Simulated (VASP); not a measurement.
# Al (Fm-3m) in VASP: a series of runs

The runs below take Al through single point, relaxation of cell and atoms, with PBEsol.

Everything below comes from runs of VASP 6.6.1. Logs are shortened: lines on timing, memory, paths and dates and some standing lists are left out, and cuts for length are marked.

**1. The cell of the first run**

It takes space group Fm-3m (No. 225, cubic). The conventional cell has a = 4.021 Å, b = 4.021 Å, c = 4.021 Å, α = 90.00°, β = 90.00°, γ = 90.00°. Within 3.7 Å of Al (site symmetry m-3m) lie 12 Al at 2.84 Å.

**2. Single point, PBEsol**

The input, INCAR:

```
SYSTEM = Al
PREC     = Accurate       ! precision mode
ENCUT    = 500            ! plane-wave cutoff, eV
EDIFF    = 1E-6           ! SCF threshold, eV
ISMEAR   = -1             ! smearing method
SIGMA    = 0.05           ! smearing width, eV
LREAL    = .False.        ! projectors in reciprocal space
LASPH    = .True.         ! aspherical terms in the spheres
NELM     = 120            ! most SCF steps
ALGO     = Normal         ! electronic algorithm
ISIF     = 2              ! what is computed and relaxed
LWAVE    = .False.        ! write WAVECAR
LCHARG   = .True.         ! write CHGCAR
GGA      = PS             ! functional
LELF     = .True.         ! ELF
LVHAR    = .True.       
NBANDS   = 8              ! bands
GGA_COMPAT= .False.
```

The input, KPOINTS:

```
regular mesh
0
Gamma
  9 9 9
  0 0 0
```

The input, POSCAR:

```
Al
1.0
    0.0000000000      2.0104898841      2.0104898841
    2.0104898841      0.0000000000      2.0104898841
    2.0104898841      2.0104898841      0.0000000000
Al
1
Direct
    0.0000000000      0.0000000000      0.0000000000
```

Potentials or basis: VASP PAW PBE potentials, release 64 (Al).

Launch:

```
cat potpaw_PBE.64/Al/POTCAR > POTCAR
mpirun -np 1 vasp_std > vasp.out
```

OUTCAR:

```text
SYSTEM = Al
   PREC = Accurate
   ENCUT = 500
   EDIFF = 1E-6
   ISMEAR = -1
   LREAL = .False.
   LASPH = .True.
   NELM = 120
   ISIF = 2
   GGA = PS

 ion  position               nearest neighbor table
   1  0.000  0.000  0.000-

  LATTYP: Found a face centered cubic cell.
 ALAT       =     4.0209797682

  Lattice vectors:

 A1 = (   0.0000000000,   2.0104898841,   2.0104898841)
 A2 = (   2.0104898841,   0.0000000000,   2.0104898841)
 A3 = (   2.0104898841,   2.0104898841,   0.0000000000)

Analysis of symmetry for initial positions (statically):
=====================================================================
 Subroutine PRICEL returns:
 Original cell was already a primitive cell.

 Routine SETGRP: Setting up the symmetry group for a
 face centered cubic supercell.

 Subroutine GETGRP returns: Found 48 space group operations
 (whereof 48 operations were pure point group operations)
 out of a pool of 48 trial point group operations.

The static configuration has the point symmetry O_h .

Analysis of symmetry for dynamics (positions and initial velocities):
=====================================================================
 Subroutine PRICEL returns:
 Original cell was already a primitive cell.

 Routine SETGRP: Setting up the symmetry group for a
 face centered cubic supercell.

 Subroutine GETGRP returns: Found 48 space group operations
 (whereof 48 operations were pure point group operations)
 out of a pool of 48 trial point group operations.

The dynamic configuration has the point symmetry O_h .

 Subroutine INISYM returns: Found 48 space group operations
 (whereof 48 operations are pure point group operations),
 and found     1 'primitive' translations

----------------------------------------------------------------------------------------

                                     Primitive cell

  volume of cell :      16.2531

  direct lattice vectors                    reciprocal lattice vectors
     0.000000000  2.010489884  2.010489884    -0.248695606  0.248695606  0.248695606
     2.010489884  0.000000000  2.010489884     0.248695606 -0.248695606  0.248695606
     2.010489884  2.010489884  0.000000000     0.248695606  0.248695606 -0.248695606

  length of vectors
     2.843262061  2.843262061  2.843262061     0.430753425  0.430753425  0.430753425

  position of ions in fractional coordinates (direct lattice)
     0.000000000  0.000000000  0.000000000

  ion indices of the primitive-cell ions
   primitive index   ion index
                 1           1

----------------------------------------------------------------------------------------

 KPOINTS: regular mesh

Automatic generation of k-mesh.
 Grid dimensions read from file:
 generate k-points for:    9    9    9

 Generating k-lattice:

  Cartesian coordinates                     Fractional coordinates (reciprocal lattice)
    -0.027632845  0.027632845  0.027632845     0.111111111  0.000000000  0.000000000
     0.027632845 -0.027632845  0.027632845     0.000000000  0.111111111  0.000000000
     0.027632845  0.027632845 -0.027632845     0.000000000  0.000000000  0.111111111

  Length of vectors
     0.047861492  0.047861492  0.047861492

  Shift w.r.t. Gamma in fractional coordinates (k-lattice)
     0.000000000  0.000000000  0.000000000

 Subroutine IBZKPT returns following result:
 ===========================================

 Found     35 irreducible k-points:

 Following reciprocal coordinates:
            Coordinates               Weight
  0.000000  0.000000  0.000000      1.000000
  0.111111  0.000000  0.000000      8.000000
  0.222222  0.000000  0.000000      8.000000
  0.333333  0.000000  0.000000      8.000000
  0.444444  0.000000  0.000000      8.000000
  0.111111  0.111111  0.000000      6.000000
[... 16 lines left out ...]
 -0.333333  0.333333  0.000000     12.000000
  0.444444  0.444444  0.000000      6.000000
 [... further k-points ...]
   k-points           NKPTS =     35   k-points in BZ     NKDIM =     35   number of bands    NBANDS=      8
   number of dos      NEDOS =    301   number of ions     NIONS =      1
   total plane-waves  NPLWV =  13824
   dimension x,y,z NGX =    24 NGY =   24 NGZ =   24
   dimension x,y,z NGXF=    48 NGYF=   48 NGZF=   48
   ions per type =               1
   NGX,Y,Z   is equivalent  to a cutoff of  14.03, 14.03, 14.03 a.u.
   NGXF,Y,Z  is equivalent  to a cutoff of  28.07, 28.07, 28.07 a.u.
 SYSTEM =  Al
   PREC   = accura    normal or accurate (medium, high low for compatibility)
   ISTART =      0    job   : 0-new  1-cont  2-samecut
   ICHARG =      2    charge: 1-file 2-atom 10-const
   ISPIN  =      1    spin polarized calculation?
   LNONCOLLINEAR =      F non collinear calculations
   LSORBIT =      F    spin-orbit coupling
   LASPH  =      T    aspherical Exc in radial PAW
   ENCUT  =  500.0 eV  36.75 Ry    6.06 a.u.   5.18  5.18  5.18*2*pi/ulx,y,z
   NELM   =    120;   NELMIN=  2; NELMDL= -5     # of ELM steps
   EDIFF  = 0.1E-05   stopping-criterion for ELM
   LREAL  =      F    real-space projection
   EDIFFG = 0.1E-04   stopping-criterion for IOM
   NSW    =      0    number of steps for IOM
   IBRION =     -1    ionic relax: 0-MD 1-quasi-New 2-CG
   NFREE  =      0    steps in history (QN), initial steepest desc. (CG)
   ISIF   =      2    stress and relaxation
   ISYM   =      2    0-nonsym 1-usesym 2-fastsym
   POTIM  = 0.5000    time-step for ionic-motion
   TEBEG  =    0.0;   TEEND  =   0.0 temperature during run
   PSTRESS=    0.0 pullay stress
   NELECT =       3.0000    total number of electrons
   NUPDOWN=      -1.0000    fix difference up-down
   EMIN   =  10.00;   EMAX   =-10.00  energy-range for DOS
   EFERMI =   0.00;   METHOD = LEGACY
   ISMEAR =    -1;   SIGMA  =   0.05  broadening in eV -4-tet -1-fermi 0-gaus
   EFERMI_NEDOS =   21; number of points for ismear=-14 and -15
   IALGO  =     38    algorithm
   IMIX   =      4    mixing-type and parameters
     AMIX     =   0.40;   BMIX     =  1.00
     AMIX_MAG =   1.60;   BMIX_MAG =  1.00
  volume/ion in A,a.u.               =      16.25       109.68
  Fermi-wavevector in a.u.,A,eV,Ry     =   0.932116  1.761444 11.821292  0.868840
  Thomas-Fermi vector in A             =   2.058680
   LORBIT       =      0    0 simple, 1 ext, 2 COOP (PROOUT), +10 PAW based schemes
   GGA     = PS    functional components
   LHFCALC =     F    Hartree Fock is set to
   AEXX    =    0.0000 exact exchange contribution
   IVDW    =     0    specifies the selected vdW correction
   LEPSILON=     F    determine dielectric tensor
   LRPA    =     F    only Hartree local field effects (RPA)
 non-spin polarized calculation
  energy-cutoff  :      500.00
  volume of cell :       16.25
 maximum number of plane-waves:       424
 NGX is ok and might be reduce to    24
   NGX = 11   NGY = 11   NGZ = 11

 number of electron       3.0000000 magnetization

 Free energy of the ion-electron system (eV)
  ---------------------------------------------------
  ext. energy  EPLUGINS =         0.00000000
  ---------------------------------------------------
  free energy    TOTEN  =        -4.06379562 eV

  energy without entropy =       -4.05834426  energy(sigma->0) =       -4.06106994

 E-fermi :   8.0767     XC(G=0): -10.3113

 val. band max:        7.9694501155   @ k =   0.4444   0.4444   0.0000
 cond. band min:       8.1087457370   @ k =  -0.4444   0.3333   0.1111
 fundamental gap:      0.1392956215
 Fermi energy:         8.0767416794

 k-point     1 :       0.0000    0.0000    0.0000
  band No.  band energies     occupation
      1      -3.1260      2.00000
      2      20.7874      0.00000
      3      20.7874      0.00000
      4      20.7874      0.00000
      5      22.3935      0.00000
      6      22.3935      0.00000
      7      22.3935      0.00000
      8      24.7037      0.00000

 k-point     2 :       0.1111    0.0000    0.0000
  band No.  band energies     occupation
      1      -2.7874      2.00000
      2      17.0508      0.00000
      3      19.9887      0.00000
      4      19.9887      0.00000
      5      23.0038      0.00000
      6      23.6936      0.00000
      7      23.6936      0.00000
      8      26.1303      0.00000

 k-point     3 :       0.2222    0.0000    0.0000
  band No.  band energies     occupation
      1      -1.7765      2.00000
      2      12.6220      0.00000
      3      19.2209      0.00000
      4      19.2209      0.00000
      5      22.6610      0.00000
      6      23.4912      0.00000
      7      23.4912      0.00000
      8      26.4527      0.00000

 k-point     4 :       0.3333    0.0000    0.0000
  band No.  band energies     occupation
      1      -0.1079      2.00000
      2       8.6064      0.00005
      3      18.9686      0.00000
      4      18.9686      0.00000
      5      21.5766      0.00000
      6      21.5766      0.00000
      7      22.5693      0.00000
      8      25.6003      0.00000

 k-point     5 :       0.4444    0.0000    0.0000
  band No.  band energies     occupation
      1       2.1942      2.00000
      2       5.1204      2.00000
      3      19.2731      0.00000
      4      19.2731      0.00000
      5      20.1459      0.00000
      6      20.1459      0.00000
      7      22.9969      0.00000
      8      24.0503      0.00000
[... 177 lines left out ...]
 k-point    22 :      -0.4444    0.3333    0.0000
  band No.  band energies     occupation
      1       4.7237      2.00000
      2       7.5951      1.99987
      3       8.8918      0.00000
      4      14.6318      0.00000
      5      16.2391      0.00000
      6      23.0119      0.00000
      7      29.2987      0.00000
      8      31.6057      0.00000

 k-point    23 :      -0.3333    0.3333    0.0000
  band No.  band energies     occupation
      1       4.7688      2.00000
      2       7.0125      2.00000
      3       8.5202      0.00028
      4      15.5008      0.00000
      5      17.2750      0.00000
      6      26.9569      0.00000
      7      28.5050      0.00000
      8      28.5369      0.00000

 k-point    24 :       0.4444    0.4444    0.0000
  band No.  band energies     occupation
      1       3.8746      2.00000
      2       7.9695      1.79056
      3      13.4766      0.00000
      4      13.8613      0.00000
      5      13.8613      0.00000
      6      17.4078      0.00000
      7      33.2491      0.00000
      8      34.8359      0.00000

 [... further k-points ...]

------------------------ aborting loop because EDIFF is reached ----------------------------------------

  FORCE on cell =-STRESS in cart. coord.  units (eV):
  Direction    XX          YY          ZZ          XY          YZ          ZX
  --------------------------------------------------------------------------------------
  -------------------------------------------------------------------------------------
  Total        0.0061407      0.0061407      0.0061407      0.0000000      0.0000000      0.0000000
  in kB        0.6053281      0.6053281      0.6053281      0.0000000      0.0000000      0.0000000
  external PRESSURE =       0.6053281 kB  Pullay stress =       0.0000000 kB

 VOLUME and BASIS-vectors are now :
 -----------------------------------------------------------------------------
  energy-cutoff  :      500.00
  volume of cell :       16.25
      direct lattice vectors                 reciprocal lattice vectors
     0.000000000  2.010489884  2.010489884    -0.248695606  0.248695606  0.248695606
     2.010489884  0.000000000  2.010489884     0.248695606 -0.248695606  0.248695606
     2.010489884  2.010489884  0.000000000     0.248695606  0.248695606 -0.248695606

 POSITION                                       TOTAL-FORCE (eV/Angst)
 -----------------------------------------------------------------------------------
      0.00000      0.00000      0.00000         0.000000     -0.000000      0.000000
 -----------------------------------------------------------------------------------
    total drift:                                0.000000      0.000000      0.000000

  FREE ENERGIE OF THE ION-ELECTRON SYSTEM (eV)
  ---------------------------------------------------
  free  energy   TOTEN  =        -4.0637956167 eV

  energy  without entropy=       -4.0583442575  energy(sigma->0) =       -4.06106994
```

Wall time 8.8 s (1 thread of Intel Xeon 8259CL, shared host); peak memory 0.13 GiB.

What came out:

```
Free energy : -4.0638 eV
Pressure    : 0.1 GPa
```

Caveat: the PAW data sets were made with another functional, which shifts forces and pressure a little.

**3. Relaxation of cell and atoms, PBEsol**

This run uses another cell than the first one, of 16.60 Å³/atom, 1.022 times its volume.

The input, INCAR:

```
SYSTEM = Al
PREC = Accurate
ENCUT = 500
EDIFF = 1E-7
ISMEAR = -1
SIGMA = 0.05
LREAL = .False.
LASPH = .True.
NELM = 120
ALGO = Normal
ISIF = 3
LWAVE = .False.
LCHARG = .False.
GGA = PS
IBRION = 2
NSW = 60
EDIFFG = -0.03
GGA_COMPAT = .False.
NELMIN = 4
```

The input, KPOINTS:

```
Automatic mesh
0
Gamma
  9 9 9
  0 0 0
```

The input, POSCAR:

```
Al
1.0
    0.0000000000      2.0248050000      2.0248050000
    2.0248050000      0.0000000000      2.0248050000
    2.0248050000      2.0248050000      0.0000000000
Al
1
Direct
    0.0000000000      0.0000000000      0.0000000000
```

Potentials or basis: VASP PAW PBE potentials, release 64 (Al).

Launch:

```
cat potpaw_PBE.64/Al/POTCAR > POTCAR
mpirun -np 1 vasp_std > vasp.out
```

OUTCAR:

```text
SYSTEM = Al
   PREC = Accurate
   ENCUT = 500
   EDIFF = 1E-7
   ISMEAR = -1
   LREAL = .False.
   LASPH = .True.
   NELM = 120
   ISIF = 3
   GGA = PS
   IBRION = 2
   NSW = 60
   EDIFFG = -0.03
   NELMIN = 4

 ion  position               nearest neighbor table
   1  0.000  0.000  0.000-

  LATTYP: Found a face centered cubic cell.
 ALAT       =     4.0496100000

  Lattice vectors:

 A1 = (   0.0000000000,   2.0248050000,   2.0248050000)
 A2 = (   2.0248050000,   0.0000000000,   2.0248050000)
 A3 = (   2.0248050000,   2.0248050000,   0.0000000000)

Analysis of symmetry for initial positions (statically):
=====================================================================
 Subroutine PRICEL returns:
 Original cell was already a primitive cell.

 Routine SETGRP: Setting up the symmetry group for a
 face centered cubic supercell.

 Subroutine GETGRP returns: Found 48 space group operations
 (whereof 48 operations were pure point group operations)
 out of a pool of 48 trial point group operations.
[... 168 lines left out ...]
  --------------------------------------------------------------------------------------
  -------------------------------------------------------------------------------------
  Total       -0.1687485     -0.1687485     -0.1687485      0.0000000     -0.0000000     -0.0000000
  in kB      -16.2843627    -16.2843627    -16.2843627      0.0000000     -0.0000000     -0.0000000
  external PRESSURE =     -16.2843627 kB  Pullay stress =       0.0000000 kB
[... 57 lines left out ...]
--------------------------------------- Ionic step        3  -------------------------------------------

 number of electron       3.0000000 magnetization

 Free energy of the ion-electron system (eV)
  ---------------------------------------------------
  ext. energy  EPLUGINS =         0.00000000
  ---------------------------------------------------
  free energy    TOTEN  =        -4.06381700 eV

  energy without entropy =       -4.05837917  energy(sigma->0) =       -4.06109808

 E-fermi :   8.0693     XC(G=0): -10.3088

 val. band max:        7.9619028260   @ k =   0.4444   0.4444   0.0000
 cond. band min:       8.1014912846   @ k =  -0.4444   0.3333   0.1111
 fundamental gap:      0.1395884586
 Fermi energy:         8.0693467869

 k-point     1 :       0.0000    0.0000    0.0000
  band No.  band energies     occupation
      1      -3.1285      2.00000
      2      20.7761      0.00000
      3      20.7761      0.00000
      4      20.7761      0.00000
      5      22.3768      0.00000
[... 177 lines left out ...]
 k-point    24 :       0.4444    0.4444    0.0000
  band No.  band energies     occupation
      1       3.8691      2.00000
      2       7.9619      1.79113
      3      13.4690      0.00000
      4      13.8505      0.00000
      5      13.8505      0.00000

 [... further k-points ...]

------------------------ aborting loop because EDIFF is reached ----------------------------------------

  FORCE on cell =-STRESS in cart. coord.  units (eV):
  Direction    XX          YY          ZZ          XY          YZ          ZX
  --------------------------------------------------------------------------------------
  -------------------------------------------------------------------------------------
  Total        0.0002987      0.0002987      0.0002987      0.0000000     -0.0000000     -0.0000000
  in kB        0.0294200      0.0294200      0.0294200      0.0000000     -0.0000000     -0.0000000
  external PRESSURE =       0.0294200 kB  Pullay stress =       0.0000000 kB
[... 16 lines left out ...]
  FREE ENERGIE OF THE ION-ELECTRON SYSTEM (eV)
  ---------------------------------------------------
  free  energy   TOTEN  =        -4.0638169962 eV

  energy  without entropy=       -4.0583791656  energy(sigma->0) =       -4.06109808

 reached required accuracy - stopping structural energy minimisation
```

It took 14 s on 1 thread of Intel Xeon 8259CL, shared host; peak memory 0.13 GiB.

Results:

```
Free energy                            : -4.0638 eV
Relaxed volume                         : 16.26 Å³/atom
Relaxed cell                           : a = 2.844 Å, b = 2.844 Å, c = 2.844 Å, α = 60.00°, β = 60.00°, γ = 60.00°
Space group after relaxing (to 0.05 Å) : Fm-3m (No. 225)
Energy gained by relaxing              : 1.7 meV/atom
Ionic steps                            : 3
Pressure after relaxing                : 0.0 GPa
```

The path:
| step | energy change (eV) | largest force (eV/Å) | pressure (GPa) | volume (Å³) |
| --- | --- | --- | --- | --- |
| 1 | 0.0000 | 0.0000 | -1.63 | 16.60 |
| 2 | -0.0017 | 0.0000 | 0.33 | 16.20 |
| 3 | -0.0017 | 0.0000 | 0.00 | 16.26 |

Final structure:
```
Al
1.0
     0.00000    2.01096    2.01096
     2.01096    0.00000    2.01096
     2.01096    2.01096    0.00000
Al
1
Direct
  0.00000 0.00000 0.00000
```

Caveat: the PAW data sets were made with another functional, which shifts forces and pressure a little.
